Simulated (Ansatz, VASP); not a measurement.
Ni in VASP and in Ansatz

```
CELL_PARAMETERS angstrom
0.00000 1.73807 1.73807
1.73807 0.00000 1.73807
1.73807 1.73807 0.00000
ATOMIC_POSITIONS crystal
Ni 0.00000 0.00000 0.00000
```

Alike in both runs: task single point; functional r2SCAN; k mesh 15 × 15 × 15; occupations fermi-dirac, width 0.6 eV; collinear spin.

|  | VASP | Ansatz |
| --- | --- | --- |
| version | VASP 6.6.1 | Ansatz 0.2.0 |
| potentials or method | VASP PAW PBE potentials, release 64 (Ni), cutoff 520 eV | plane waves (500 eV) with PAW, scalar-relativistic |
| valence electrons in the cell | 10 | 18 |

VASP gave:

| Property | Result |
| --- | --- |
| pressure (GPa) | 8.3 |
| net moment per atom (μB) | 0.00 |

Question: What did Ansatz give for the same quantities?

Answer: Pressure (GPa): 7.8; net moment per atom (μB): 0.00.

VASP's potentials were made for PBE, not for r2SCAN. With one functional, cell and mesh, what is left measures potentials, basis and numerics. VASP's potentials hold 10 valence electrons a cell and Ansatz's 18, so a difference there can come from the potentials and not from the codes. Ansatz's warnings: seeded moment not kept, stability check not made.
